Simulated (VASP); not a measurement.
# Li2Se (Fm-3m) in VASP: further runs

Li2Se is run at these levels: PBE, r2SCAN; tasks: single point.

Program: VASP 6.6.1. These are calculated values, not measurements. Logs are shortened: lines on timing, memory, paths and dates and some standing lists are left out, and cuts for length are marked.

## (1) The cell of the first run

The structure is cubic, space group Fm-3m (No. 225). The conventional cell has a = 6.005 Å, b = 6.005 Å, c = 6.005 Å, α = 90.00°, β = 90.00°, γ = 90.00°. Li (site symmetry -43m) has 4 Se at 2.60 Å and 6 Li at 3.00 Å within 3.4 Å. Se (site symmetry m-3m) has 8 Li at 2.60 Å within 3.4 Å.

## (2) Single point, PBE

The input, INCAR:

```
SYSTEM = Li2Se
  PREC = Accurate
  ENCUT = 750
  EDIFF = 1E-6
  ISMEAR = 0
  SIGMA = 0.01
  LREAL = .False.
  LASPH = .True.
  NELM = 120
  ALGO = Normal
  ISIF = 2
  LWAVE = .False.
  LCHARG = .False.
  GGA = PE
  NBANDS = 13
  GGA_COMPAT = .False.
```

The input, KPOINTS:

```
Automatic mesh
0
Gamma
  6 6 6
  0 0 0
```

The input, POSCAR:

```
Li2Se
1.0
    0.0000000000      3.0025000000      3.0025000000
    3.0025000000      0.0000000000      3.0025000000
    3.0025000000      3.0025000000      0.0000000000
Li Se
2 1
Direct
    0.2500000000      0.2500000000      0.2500000000
    0.7500000000      0.7500000000      0.7500000000
    0.0000000000      0.0000000000      0.0000000000
```

Potentials or basis: VASP PAW PBE potentials, release 64 (Li_sv, Se).

Launch:

```sh
> cat potpaw_PBE.64/Li_sv/POTCAR potpaw_PBE.64/Se/POTCAR > POTCAR
> mpirun -np 1 vasp_std > vasp.out
```

OUTCAR:

```text
SYSTEM = Li2Se
   PREC = Accurate
   ENCUT = 750
   EDIFF = 1E-6
   ISMEAR = 0
   LREAL = .False.
   LASPH = .True.
   NELM = 120
   ISIF = 2
   GGA = PE

 ion  position               nearest neighbor table
   1  0.250  0.250  0.250-   3 2.60   3 2.60   3 2.60   3 2.60
   2  0.750  0.750  0.750-   3 2.60   3 2.60   3 2.60   3 2.60
   3  0.000  0.000  0.000-   1 2.60   2 2.60   2 2.60   2 2.60   2 2.60   1 2.60   1 2.60   1 2.60

  LATTYP: Found a face centered cubic cell.
 ALAT       =     6.0050000000

  Lattice vectors:

 A1 = (   0.0000000000,   3.0025000000,   3.0025000000)
 A2 = (   3.0025000000,   0.0000000000,   3.0025000000)
 A3 = (   3.0025000000,   3.0025000000,   0.0000000000)

Analysis of symmetry for initial positions (statically):
=====================================================================
 Subroutine PRICEL returns:
 Original cell was already a primitive cell.

 Routine SETGRP: Setting up the symmetry group for a
 face centered cubic supercell.

 Subroutine GETGRP returns: Found 48 space group operations
 (whereof 48 operations were pure point group operations)
 out of a pool of 48 trial point group operations.

The static configuration has the point symmetry O_h .

Analysis of symmetry for dynamics (positions and initial velocities):
=====================================================================
 Subroutine PRICEL returns:
 Original cell was already a primitive cell.

 Routine SETGRP: Setting up the symmetry group for a
 face centered cubic supercell.

 Subroutine GETGRP returns: Found 48 space group operations
 (whereof 48 operations were pure point group operations)
 out of a pool of 48 trial point group operations.

The dynamic configuration has the point symmetry O_h .

 Subroutine INISYM returns: Found 48 space group operations
 (whereof 48 operations are pure point group operations),
 and found     1 'primitive' translations

----------------------------------------------------------------------------------------

                                     Primitive cell

  volume of cell :      54.1351

  direct lattice vectors                    reciprocal lattice vectors
     0.000000000  3.002500000  3.002500000    -0.166527893  0.166527893  0.166527893
     3.002500000  0.000000000  3.002500000     0.166527893 -0.166527893  0.166527893
     3.002500000  3.002500000  0.000000000     0.166527893  0.166527893 -0.166527893

  length of vectors
     4.246176221  4.246176221  4.246176221     0.288434772  0.288434772  0.288434772

  position of ions in fractional coordinates (direct lattice)
     0.250000000  0.250000000  0.250000000
     0.750000000  0.750000000  0.750000000
     0.000000000  0.000000000  0.000000000

  ion indices of the primitive-cell ions
   primitive index   ion index
                 1           1
                 2           2
                 3           3

----------------------------------------------------------------------------------------

 KPOINTS: Automatic mesh

Automatic generation of k-mesh.
 Grid dimensions read from file:
 generate k-points for:    6    6    6

 Generating k-lattice:

  Cartesian coordinates                     Fractional coordinates (reciprocal lattice)
    -0.027754649  0.027754649  0.027754649     0.166666667  0.000000000  0.000000000
     0.027754649 -0.027754649  0.027754649     0.000000000  0.166666667  0.000000000
     0.027754649  0.027754649 -0.027754649     0.000000000  0.000000000  0.166666667

  Length of vectors
     0.048072462  0.048072462  0.048072462

  Shift w.r.t. Gamma in fractional coordinates (k-lattice)
     0.000000000  0.000000000  0.000000000

 Subroutine IBZKPT returns following result:
 ===========================================

 Found     16 irreducible k-points:

 Following reciprocal coordinates:
            Coordinates               Weight
  0.000000  0.000000  0.000000      1.000000
  0.166667  0.000000  0.000000      8.000000
  0.333333  0.000000  0.000000      8.000000
  0.500000  0.000000  0.000000      4.000000
  0.166667  0.166667  0.000000      6.000000
  0.333333  0.166667  0.000000     24.000000
[... 8 lines left out ...]
 -0.333333  0.333333  0.166667     24.000000
 -0.333333  0.500000  0.166667     12.000000
   k-points           NKPTS =     16   k-points in BZ     NKDIM =     16   number of bands    NBANDS=     13
   number of dos      NEDOS =    301   number of ions     NIONS =      3
   total plane-waves  NPLWV =  64000
   dimension x,y,z NGX =    40 NGY =   40 NGZ =   40
   dimension x,y,z NGXF=    80 NGYF=   80 NGZF=   80
   ions per type =               2   1
   NGX,Y,Z   is equivalent  to a cutoff of  15.66, 15.66, 15.66 a.u.
   NGXF,Y,Z  is equivalent  to a cutoff of  31.32, 31.32, 31.32 a.u.
 SYSTEM =  Li2Se
   PREC   = accura    normal or accurate (medium, high low for compatibility)
   ISTART =      0    job   : 0-new  1-cont  2-samecut
   ICHARG =      2    charge: 1-file 2-atom 10-const
   ISPIN  =      1    spin polarized calculation?
   LNONCOLLINEAR =      F non collinear calculations
   LSORBIT =      F    spin-orbit coupling
   LASPH  =      T    aspherical Exc in radial PAW
   ENCUT  =  750.0 eV  55.12 Ry    7.42 a.u.   9.48  9.48  9.48*2*pi/ulx,y,z
   NELM   =    120;   NELMIN=  2; NELMDL= -5     # of ELM steps
   EDIFF  = 0.1E-05   stopping-criterion for ELM
   LREAL  =      F    real-space projection
   EDIFFG = 0.1E-04   stopping-criterion for IOM
   NSW    =      0    number of steps for IOM
   IBRION =     -1    ionic relax: 0-MD 1-quasi-New 2-CG
   NFREE  =      0    steps in history (QN), initial steepest desc. (CG)
   ISIF   =      2    stress and relaxation
   ISYM   =      2    0-nonsym 1-usesym 2-fastsym
   POTIM  = 0.5000    time-step for ionic-motion
   TEBEG  =    0.0;   TEEND  =   0.0 temperature during run
   PSTRESS=    0.0 pullay stress
   NELECT =      12.0000    total number of electrons
   NUPDOWN=      -1.0000    fix difference up-down
   EMIN   =  10.00;   EMAX   =-10.00  energy-range for DOS
   EFERMI =   0.00;   METHOD = LEGACY
   ISMEAR =     0;   SIGMA  =   0.01  broadening in eV -4-tet -1-fermi 0-gaus
   EFERMI_NEDOS =   21; number of points for ismear=-14 and -15
   IALGO  =     38    algorithm
   IMIX   =      4    mixing-type and parameters
     AMIX     =   0.40;   BMIX     =  1.00
     AMIX_MAG =   1.60;   BMIX_MAG =  1.00
  volume/ion in A,a.u.               =      18.05       121.77
  Fermi-wavevector in a.u.,A,eV,Ry     =   0.990776  1.872296 13.355989  0.981637
  Thomas-Fermi vector in A             =   2.122471
   LORBIT       =      0    0 simple, 1 ext, 2 COOP (PROOUT), +10 PAW based schemes
   GGA     = PE    functional components
   LHFCALC =     F    Hartree Fock is set to
   AEXX    =    0.0000 exact exchange contribution
   IVDW    =     0    specifies the selected vdW correction
   LEPSILON=     F    determine dielectric tensor
   LRPA    =     F    only Hartree local field effects (RPA)
 non-spin polarized calculation
 Gauss-broadening in eV      SIGMA  =   0.01
  energy-cutoff  :      750.00
  volume of cell :       54.14
 maximum number of plane-waves:      2565
 NGX is ok and might be reduce to    40
   NGX = 19   NGY = 19   NGZ = 19

 number of electron      12.0000004 magnetization

 Free energy of the ion-electron system (eV)
  ---------------------------------------------------
  ext. energy  EPLUGINS =         0.00000000
  ---------------------------------------------------
  free energy    TOTEN  =       -11.13060634 eV

  energy without entropy =      -11.13060634  energy(sigma->0) =      -11.13060634

 E-fermi :   1.1409     XC(G=0):  -8.2616

 val. band max:        0.9958156180   @ k =   0.0000   0.0000   0.0000
 cond. band min:       3.9705571130   @ k =   0.5000   0.5000   0.0000
 fundamental gap:      2.9747414950
 Fermi energy:         1.1409327020

 k-point     1 :       0.0000    0.0000    0.0000
  band No.  band energies     occupation
      1     -43.7167      2.00000
      2     -43.6930      2.00000
      3     -10.3932      2.00000
      4       0.9958      2.00000
      5       0.9958      2.00000
      6       0.9958      2.00000
      7       4.3791      0.00000
      8       6.6152      0.00000
      9       6.6152      0.00000
     10       6.6152      0.00000
     11      11.5753      0.00000
     12      11.5753      0.00000
     13      11.9151      0.00000

 k-point     2 :       0.1667    0.0000    0.0000
  band No.  band energies     occupation
      1     -43.7151      2.00000
      2     -43.6945      2.00000
      3     -10.3095      2.00000
      4      -0.0249      2.00000
      5       0.8427      2.00000
      6       0.8427      2.00000
      7       5.1078      0.00000
      8       6.9768      0.00000
      9       6.9768      0.00000
     10       7.2453      0.00000
     11      10.1152      0.00000
     12      10.1152      0.00000
     13      12.0966      0.00000

 k-point     3 :       0.3333    0.0000    0.0000
  band No.  band energies     occupation
      1     -43.7105      2.00000
      2     -43.6986      2.00000
      3     -10.1281      2.00000
      4      -1.3693      2.00000
      5       0.5830      2.00000
      6       0.5830      2.00000
      7       5.8275      0.00000
      8       7.1209      0.00000
      9       7.1209      0.00000
     10       8.4444      0.00000
     11      10.5774      0.00000
     12      10.5774      0.00000
     13      12.7441      0.00000
[... 177 lines left out ...]
 k-point    15 :      -0.3333    0.3333    0.1667
  band No.  band energies     occupation
      1     -43.7043      2.00000
      2     -43.7043      2.00000
      3      -9.9419      2.00000
      4      -1.3961      2.00000
      5      -0.6223      2.00000
      6      -0.2051      2.00000
      7       6.2528      0.00000
      8       7.0142      0.00000
      9       9.2344      0.00000
     10       9.7093      0.00000
     11       9.8428      0.00000
     12      11.8409      0.00000
     13      13.5605      0.00000

 k-point    16 :      -0.3333    0.5000    0.1667
  band No.  band energies     occupation
      1     -43.7063      2.00000
      2     -43.7023      2.00000
      3      -9.9135      2.00000
      4      -1.1004      2.00000
      5      -0.6850      2.00000
      6      -0.6846      2.00000
      7       5.2472      0.00000
      8       8.0367      0.00000
      9       8.5442      0.00000
     10      10.2437      0.00000
     11      11.6612      0.00000
     12      12.5258      0.00000
     13      12.9258      0.00000

------------------------ aborting loop because EDIFF is reached ----------------------------------------

  FORCE on cell =-STRESS in cart. coord.  units (eV):
  Direction    XX          YY          ZZ          XY          YZ          ZX
  --------------------------------------------------------------------------------------
  -------------------------------------------------------------------------------------
  Total       -0.0130674     -0.0130674     -0.0130674     -0.0000000      0.0000000      0.0000000
  in kB       -0.3867404     -0.3867404     -0.3867404     -0.0000000      0.0000000      0.0000000
  external PRESSURE =      -0.3867404 kB  Pullay stress =       0.0000000 kB

 VOLUME and BASIS-vectors are now :
 -----------------------------------------------------------------------------
  energy-cutoff  :      750.00
  volume of cell :       54.14
      direct lattice vectors                 reciprocal lattice vectors
     0.000000000  3.002500000  3.002500000    -0.166527893  0.166527893  0.166527893
     3.002500000  0.000000000  3.002500000     0.166527893 -0.166527893  0.166527893
     3.002500000  3.002500000  0.000000000     0.166527893  0.166527893 -0.166527893

 POSITION                                       TOTAL-FORCE (eV/Angst)
 -----------------------------------------------------------------------------------
      1.50125      1.50125      1.50125         0.000000     -0.000000     -0.000000
      4.50375      4.50375      4.50375         0.000000      0.000000      0.000000
      0.00000      0.00000      0.00000        -0.000000     -0.000000      0.000000
 -----------------------------------------------------------------------------------
    total drift:                                0.000000     -0.000000      0.000000

  FREE ENERGIE OF THE ION-ELECTRON SYSTEM (eV)
  ---------------------------------------------------
  free  energy   TOTEN  =       -11.1306063405 eV

  energy  without entropy=      -11.1306063405  energy(sigma->0) =      -11.13060634
```

Wall time 13 s (1 thread of Intel Xeon 6975P-C (Granite Rapids), shared host); peak memory 0.23 GiB.

Results:

```yaml
Free_energy: -11.1306 eV
Pressure: 0.0 GPa
Band_gap_on_the_k_mesh: 2.97 eV (least direct gap 3.38 eV)
```

Levels at points of the mesh, in eV from the valence-band top:
```csv
k point,band 4,band 5,band 6,band 7,band 8,band 9
"(0.00, 0.00, 0.00)",0.00,0.00,0.00,3.38,5.62,5.62
"(0.50, 0.00, 0.00)",-2.90,-0.53,-0.53,5.10,5.96,5.96
"(0.50, 0.50, 0.00)",-2.28,-1.44,-1.44,2.97,6.17,10.31
```

A k mesh can miss the band edges. PBE gaps usually lie below the measured ones, often by a third to a half.

## (3) Single point, PBE (18.59 Å³/atom)

This run uses another cell than the first one, of 18.59 Å³/atom.

The input, INCAR:

```
PREC     = Accurate       # precision mode
ENCUT    = 750            # plane-wave cutoff, eV
EDIFF    = 1E-6           # SCF threshold, eV
ISMEAR   = 0              # smearing method
SIGMA    = 0.01           # smearing width, eV
LREAL    = F              # projectors in reciprocal space
LASPH    = T              # aspherical terms in the spheres
NELM     = 120            # most SCF steps
ALGO     = Normal         # electronic algorithm
ISIF     = 2              # what is computed and relaxed
LWAVE    = F              # write WAVECAR
LCHARG   = F              # write CHGCAR
GGA      = PE             # functional
NBANDS   = 13             # bands
GGA_COMPAT= F
```

The input, KPOINTS:

```
Automatic mesh
0
Gamma
  6 6 6
```

The input, POSCAR:

```
Li2Se
1.0
    0.0000000000      3.0322296562      3.0322296562
    3.0322296562      0.0000000000      3.0322296562
    3.0322296562      3.0322296562      0.0000000000
Li Se
2 1
Direct
    0.2500000000      0.2500000000      0.2500000000
    0.7500000000      0.7500000000      0.7500000000
    0.0000000000      0.0000000000      0.0000000000
```

Potentials or basis: VASP PAW PBE potentials, release 64 (Li_sv, Se).

Launch:

```sh
> cat potpaw_PBE.64/Li_sv/POTCAR potpaw_PBE.64/Se/POTCAR > POTCAR
> mpirun -np 1 vasp_std > vasp.out
```

Wall time 11 s (1 thread of Intel Xeon 6975P-C (Granite Rapids), shared host); peak memory 0.24 GiB.

Results (log left out):

```yaml
Free_energy: -11.1261 eV
Pressure: -1.0 GPa
Band_gap_on_the_k_mesh: 3.00 eV (least direct gap 3.26 eV)
```

Levels at points of the mesh, in eV from the valence-band top:
| k point | band 2 | band 3 | band 4 | band 5 | band 6 | band 7 | band 8 | band 9 | band 10 | band 11 |
| --- | --- | --- | --- | --- | --- | --- | --- | --- | --- | --- |
| (0.00, 0.00, 0.00) | -44.74 | -11.31 | 0.00 | 0.00 | 0.00 | 3.26 | 5.60 | 5.60 | 5.60 | 10.49 |
| (0.50, 0.00, 0.00) | -44.75 | -10.97 | -2.80 | -0.50 | -0.50 | 4.98 | 5.94 | 5.94 | 7.82 | 11.31 |
| (0.50, 0.50, 0.00) | -44.75 | -10.87 | -2.21 | -1.38 | -1.38 | 3.00 | 6.09 | 10.11 | 10.11 | 11.08 |

## (4) Single point, PBE (19.13 Å³/atom)

This run uses another cell than the first one, of 19.13 Å³/atom.

The input, INCAR:

```
SYSTEM = Li2Se
PREC = Accurate ; ENCUT = 750
EDIFF = 1E-6 ; ISMEAR = 0
SIGMA = 0.01 ; LREAL = .FALSE.
LASPH = .TRUE. ; NELM = 120
ALGO = Normal ; ISIF = 2
LWAVE = .FALSE. ; LCHARG = .FALSE.
GGA = PE ; NBANDS = 13
GGA_COMPAT = .FALSE.
```

The input, KPOINTS:

```
regular mesh
0
G
  6 6 6
  0 0 0
```

The input, POSCAR:

```
Li2Se
1.0
    0.0000000000      3.0613874993      3.0613874993
    3.0613874993      0.0000000000      3.0613874993
    3.0613874993      3.0613874993      0.0000000000
Li Se
2 1
Direct
    0.2500000000      0.2500000000      0.2500000000
    0.7500000000      0.7500000000      0.7500000000
    0.0000000000      0.0000000000      0.0000000000
```

Launch:

```sh
> cat potpaw_PBE.64/Li_sv/POTCAR potpaw_PBE.64/Se/POTCAR > POTCAR
> mpirun -np 1 vasp_std > vasp.out
```

Wall time 12 s (1 thread of Intel Xeon 6975P-C (Granite Rapids), shared host); peak memory 0.23 GiB.

It converged, with:

* Free energy: -11.1125 eV
* Pressure: -1.8 GPa
* Band gap on the k mesh: 3.02 eV (least direct gap 3.15 eV)

Levels at points of the mesh, in eV from the valence-band top:
| k point | band 3 | band 4 | band 5 | band 6 | band 7 | band 8 | band 9 | band 10 |
| --- | --- | --- | --- | --- | --- | --- | --- | --- |
| (0.00, 0.00, 0.00) | -11.24 | 0.00 | 0.00 | 0.00 | 3.15 | 5.58 | 5.58 | 5.58 |
| (0.50, 0.00, 0.00) | -10.92 | -2.71 | -0.48 | -0.48 | 4.87 | 5.92 | 5.92 | 7.69 |
| (0.50, 0.50, 0.00) | -10.82 | -2.14 | -1.32 | -1.32 | 3.02 | 6.01 | 9.93 | 9.93 |

A k mesh can miss the band edges. Expect the measured gap to be larger: semilocal functionals such as PBE lack the derivative discontinuity.

(Part 1 of 2 ends here.)
